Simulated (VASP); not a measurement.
# Ni (Fm-3m) in VASP: notebook

Runs on Ni. Level: PBEsol. Tasks: single point, relaxation of cell and atoms.

All numbers are computed with VASP 6.6.1; they aren't measurements. Logs are shortened: lines on timing, memory, paths and dates and some standing lists are left out, and cuts for length are marked.

## 1. The cell of the first run

The structure is cubic, space group Fm-3m (No. 225). The conventional cell has a = 3.456 Å, b = 3.456 Å, c = 3.456 Å, α = 90.00°, β = 90.00°, γ = 90.00°. Ni (site symmetry m-3m) has 12 Ni at 2.44 Å within 3.2 Å.

## 2. Single point, PBEsol

Input file INCAR:

```
PREC = Accurate ; ENCUT = 600
EDIFF = 1E-6 ; ISMEAR = 1
SIGMA = 0.0173 ; LREAL = F
LASPH = T ; NELM = 120
ALGO = Normal ; ISIF = 2
LWAVE = F ; LCHARG = T
GGA = PS ; LELF = T
LVHAR = T ; NBANDS = 11
GGA_COMPAT = F
```

Input file KPOINTS:

```
regular mesh
0
Gamma
  14 14 14
```

Input file POSCAR:

```
Ni
1.0
    0.0000000000      1.7277584441      1.7277584441
    1.7277584441      0.0000000000      1.7277584441
    1.7277584441      1.7277584441      0.0000000000
Ni
1
Direct
    0.0000000000      0.0000000000      0.0000000000
```

Potentials or basis: VASP PAW PBE potentials, release 64 (Ni).

Started as:

```bash
$ cat potpaw_PBE.64/Ni/POTCAR > POTCAR
$ mpirun -np 1 vasp_std > vasp.out
```

OUTCAR:

```text
PREC = Accurate
   ENCUT = 600
   EDIFF = 1E-6
   ISMEAR = 1
   LREAL = F
   LASPH = T
   NELM = 120
   ISIF = 2
   GGA = PS

 ion  position               nearest neighbor table
   1  0.000  0.000  0.000-

  LATTYP: Found a face centered cubic cell.
 ALAT       =     3.4555168882

  Lattice vectors:

 A1 = (   0.0000000000,   1.7277584441,   1.7277584441)
 A2 = (   1.7277584441,   0.0000000000,   1.7277584441)
 A3 = (   1.7277584441,   1.7277584441,   0.0000000000)

Analysis of symmetry for initial positions (statically):
=====================================================================
 Subroutine PRICEL returns:
 Original cell was already a primitive cell.

 Routine SETGRP: Setting up the symmetry group for a
 face centered cubic supercell.

 Subroutine GETGRP returns: Found 48 space group operations
 (whereof 48 operations were pure point group operations)
 out of a pool of 48 trial point group operations.

The static configuration has the point symmetry O_h .

Analysis of symmetry for dynamics (positions and initial velocities):
=====================================================================
 Subroutine PRICEL returns:
 Original cell was already a primitive cell.

 Routine SETGRP: Setting up the symmetry group for a
 face centered cubic supercell.

 Subroutine GETGRP returns: Found 48 space group operations
 (whereof 48 operations were pure point group operations)
 out of a pool of 48 trial point group operations.

The dynamic configuration has the point symmetry O_h .

 Subroutine INISYM returns: Found 48 space group operations
 (whereof 48 operations are pure point group operations),
 and found     1 'primitive' translations

----------------------------------------------------------------------------------------

                                     Primitive cell

  volume of cell :      10.3152

  direct lattice vectors                    reciprocal lattice vectors
     0.000000000  1.727758444  1.727758444    -0.289392306  0.289392306  0.289392306
     1.727758444  0.000000000  1.727758444     0.289392306 -0.289392306  0.289392306
     1.727758444  1.727758444  0.000000000     0.289392306  0.289392306 -0.289392306

  length of vectors
     2.443419424  2.443419424  2.443419424     0.501242177  0.501242177  0.501242177

  position of ions in fractional coordinates (direct lattice)
     0.000000000  0.000000000  0.000000000

  ion indices of the primitive-cell ions
   primitive index   ion index
                 1           1

----------------------------------------------------------------------------------------

 KPOINTS: regular mesh

Automatic generation of k-mesh.
 Grid dimensions read from file:
 generate k-points for:   14   14   14

 Generating k-lattice:

  Cartesian coordinates                     Fractional coordinates (reciprocal lattice)
    -0.020670879  0.020670879  0.020670879     0.071428571  0.000000000  0.000000000
     0.020670879 -0.020670879  0.020670879     0.000000000  0.071428571  0.000000000
     0.020670879  0.020670879 -0.020670879     0.000000000  0.000000000  0.071428571

  Length of vectors
     0.035803013  0.035803013  0.035803013

  Shift w.r.t. Gamma in fractional coordinates (k-lattice)
     0.000000000  0.000000000  0.000000000

 Subroutine IBZKPT returns following result:
 ===========================================

 Found    104 irreducible k-points:

 Following reciprocal coordinates:
            Coordinates               Weight
  0.000000  0.000000  0.000000      1.000000
  0.071429  0.000000  0.000000      8.000000
  0.142857  0.000000  0.000000      8.000000
  0.214286  0.000000  0.000000      8.000000
  0.285714  0.000000  0.000000      8.000000
  0.357143  0.000000  0.000000      8.000000
[... 16 lines left out ...]
  0.214286  0.142857  0.000000     24.000000
  0.285714  0.142857  0.000000     24.000000
 [... further k-points ...]
   k-points           NKPTS =    104   k-points in BZ     NKDIM =    104   number of bands    NBANDS=     11
   number of dos      NEDOS =    301   number of ions     NIONS =      1
   total plane-waves  NPLWV =   8000
   dimension x,y,z NGX =    20 NGY =   20 NGZ =   20
   dimension x,y,z NGXF=    40 NGYF=   40 NGZF=   40
   ions per type =               1
   NGX,Y,Z   is equivalent  to a cutoff of  13.61, 13.61, 13.61 a.u.
   NGXF,Y,Z  is equivalent  to a cutoff of  27.22, 27.22, 27.22 a.u.
 SYSTEM =  unknown system
   PREC   = accura    normal or accurate (medium, high low for compatibility)
   ISTART =      0    job   : 0-new  1-cont  2-samecut
   ICHARG =      2    charge: 1-file 2-atom 10-const
   ISPIN  =      1    spin polarized calculation?
   LNONCOLLINEAR =      F non collinear calculations
   LSORBIT =      F    spin-orbit coupling
   LASPH  =      T    aspherical Exc in radial PAW
   ENCUT  =  600.0 eV  44.10 Ry    6.64 a.u.   4.88  4.88  4.88*2*pi/ulx,y,z
   NELM   =    120;   NELMIN=  2; NELMDL= -5     # of ELM steps
   EDIFF  = 0.1E-05   stopping-criterion for ELM
   LREAL  =      F    real-space projection
   EDIFFG = 0.1E-04   stopping-criterion for IOM
   NSW    =      0    number of steps for IOM
   IBRION =     -1    ionic relax: 0-MD 1-quasi-New 2-CG
   NFREE  =      0    steps in history (QN), initial steepest desc. (CG)
   ISIF   =      2    stress and relaxation
   ISYM   =      2    0-nonsym 1-usesym 2-fastsym
   POTIM  = 0.5000    time-step for ionic-motion
   TEBEG  =    0.0;   TEEND  =   0.0 temperature during run
   PSTRESS=    0.0 pullay stress
   NELECT =      10.0000    total number of electrons
   NUPDOWN=      -1.0000    fix difference up-down
   EMIN   =  10.00;   EMAX   =-10.00  energy-range for DOS
   EFERMI =   0.00;   METHOD = LEGACY
   ISMEAR =     1;   SIGMA  =   0.02  broadening in eV -4-tet -1-fermi 0-gaus
   EFERMI_NEDOS =   21; number of points for ismear=-14 and -15
   IALGO  =     38    algorithm
   IMIX   =      4    mixing-type and parameters
     AMIX     =   0.40;   BMIX     =  1.00
     AMIX_MAG =   1.60;   BMIX_MAG =  1.00
  volume/ion in A,a.u.               =      10.32        69.61
  Fermi-wavevector in a.u.,A,eV,Ry     =   1.620249  3.061827 35.718115  2.625207
  Thomas-Fermi vector in A             =   2.714218
   LORBIT       =      0    0 simple, 1 ext, 2 COOP (PROOUT), +10 PAW based schemes
   GGA     = PS    functional components
   LHFCALC =     F    Hartree Fock is set to
   AEXX    =    0.0000 exact exchange contribution
   IVDW    =     0    specifies the selected vdW correction
   LEPSILON=     F    determine dielectric tensor
   LRPA    =     F    only Hartree local field effects (RPA)
 non-spin polarized calculation
 Methfessel and Paxton  Order N= 1 SIGMA  =   0.02
  energy-cutoff  :      600.00
  volume of cell :       10.32
 maximum number of plane-waves:       354
   NGX =  9   NGY =  9   NGZ =  9

 number of electron      10.0000000 magnetization

 number of electron       9.9999993 magnetization

 Free energy of the ion-electron system (eV)
  ---------------------------------------------------
  ext. energy  EPLUGINS =         0.00000000
  ---------------------------------------------------
  free energy    TOTEN  =        -6.08116509 eV

  energy without entropy =       -6.08114018  energy(sigma->0) =       -6.08115678

 E-fermi :   9.7426     XC(G=0): -13.7552

 val. band max:        9.7412815071   @ k =   0.4286   0.1429   0.0000
 cond. band min:       9.7503633316   @ k =  -0.2143   0.1429   0.0000
 fundamental gap:      0.0090818245
 Fermi energy:         9.7425995727

 k-point     1 :       0.0000    0.0000    0.0000
  band No.  band energies     occupation
      1       0.5176      2.00000
      2       7.7553      2.00000
      3       7.7553      2.00000
      4       7.7553      2.00000
      5       8.9676      2.00000
      6       8.9676      2.00000
      7      34.0541      0.00000
      8      38.3678      0.00000
      9      38.3678      0.00000
     10      38.3678      0.00000
     11      41.5349      0.00000

 k-point     2 :       0.0714    0.0000    0.0000
  band No.  band energies     occupation
      1       0.7253      2.00000
      2       7.6958      2.00000
      3       7.8038      2.00000
      4       7.8038      2.00000
      5       8.9466      2.00000
      6       8.9466      2.00000
      7      33.4299      0.00000
      8      36.2166      0.00000
      9      37.9510      0.00000
     10      37.9510      0.00000
     11      42.1645      0.00000

 k-point     3 :       0.1429    0.0000    0.0000
  band No.  band energies     occupation
      1       1.3325      2.00000
      2       7.5447      2.00000
      3       7.9159      2.00000
      4       7.9159      2.00000
      5       8.9167      2.00000
      6       8.9167      2.00000
      7      30.5077      0.00000
      8      35.0950      0.00000
      9      37.2186      0.00000
     10      37.2186      0.00000
     11      42.5028      0.00000

 k-point     4 :       0.2143    0.0000    0.0000
  band No.  band energies     occupation
      1       2.2813      2.00000
      2       7.3846      2.00000
      3       7.9885      2.00000
      4       7.9885      2.00000
      5       8.9756      2.00000
      6       8.9756      2.00000
      7      26.8016      0.00000
      8      34.5540      0.00000
      9      36.5727      0.00000
     10      36.5727      0.00000
     11      42.6903      0.00000
[... 239 lines left out ...]
 k-point    22 :       0.1429    0.1429    0.0000
  band No.  band energies     occupation
      1       1.5981      2.00000
      2       7.3512      2.00000
      3       8.0766      2.00000
      4       8.0766      2.00000
      5       8.6099      2.00000
      6       9.1115      2.00000
      7      32.6622      0.00000
      8      33.8016      0.00000
      9      33.8016      0.00000
     10      34.8698      0.00000
     11      41.9476      0.00000

 k-point    23 :       0.2143    0.1429    0.0000
  band No.  band energies     occupation
      1       2.2947      2.00000
      2       7.1581      2.00000
      3       8.1517      2.00000
      4       8.2257      2.00000
      5       8.5822      2.00000
      6       9.1937      2.00000
      7      29.7950      0.00000
      8      32.6006      0.00000
      9      33.0000      0.00000
     10      35.3105      0.00000
     11      40.2375      0.00000

 k-point    24 :       0.2857    0.1429    0.0000
  band No.  band energies     occupation
      1       3.2758      2.00000
      2       6.9954      2.00000
      3       7.9647      2.00000
      4       8.2873      2.00000
      5       8.9459      2.00000
      6       9.3522      2.00000
      7      26.0868      0.00000
      8      31.7668      0.00000
      9      32.2576      0.00000
     10      35.2586      0.00000
     11      40.6674      0.00000

 [... further k-points ...]

------------------------ aborting loop because EDIFF is reached ----------------------------------------

  FORCE on cell =-STRESS in cart. coord.  units (eV):
  Direction    XX          YY          ZZ          XY          YZ          ZX
  --------------------------------------------------------------------------------------
  -------------------------------------------------------------------------------------
  Total       -0.0061585     -0.0061585     -0.0061585      0.0000000     -0.0000000     -0.0000000
  in kB       -0.9565424     -0.9565424     -0.9565424      0.0000000     -0.0000000     -0.0000000
  external PRESSURE =      -0.9565424 kB  Pullay stress =       0.0000000 kB

 VOLUME and BASIS-vectors are now :
 -----------------------------------------------------------------------------
  energy-cutoff  :      600.00
  volume of cell :       10.32
      direct lattice vectors                 reciprocal lattice vectors
     0.000000000  1.727758444  1.727758444    -0.289392306  0.289392306  0.289392306
     1.727758444  0.000000000  1.727758444     0.289392306 -0.289392306  0.289392306
     1.727758444  1.727758444  0.000000000     0.289392306  0.289392306 -0.289392306

 POSITION                                       TOTAL-FORCE (eV/Angst)
 -----------------------------------------------------------------------------------
      0.00000      0.00000      0.00000         0.000000     -0.000000      0.000000
 -----------------------------------------------------------------------------------
    total drift:                                0.000000      0.000000      0.000000

  FREE ENERGIE OF THE ION-ELECTRON SYSTEM (eV)
  ---------------------------------------------------
  free  energy   TOTEN  =        -6.0811650857 eV

  energy  without entropy=       -6.0811401823  energy(sigma->0) =       -6.08115678
```

It took 14 s on 1 thread of Intel Xeon Platinum 8488C (Sapphire Rapids), shared host; peak memory 0.13 GiB.

What came out:

- Free energy: -6.0812 eV
- Pressure: -0.1 GPa
- Band gap on the k mesh: zero (band 5 reaches 9.95 eV, above the bottom of band 6 at 8.92 eV)

Caveat: the PAW data sets were made with another functional, which shifts forces and pressure a little; the run has no spin polarisation, though such a crystal can be magnetic. Spin polarisation is off, so any magnetic state and its effect on volume and gap are missing.

(Part 1 of 2 ends here.)
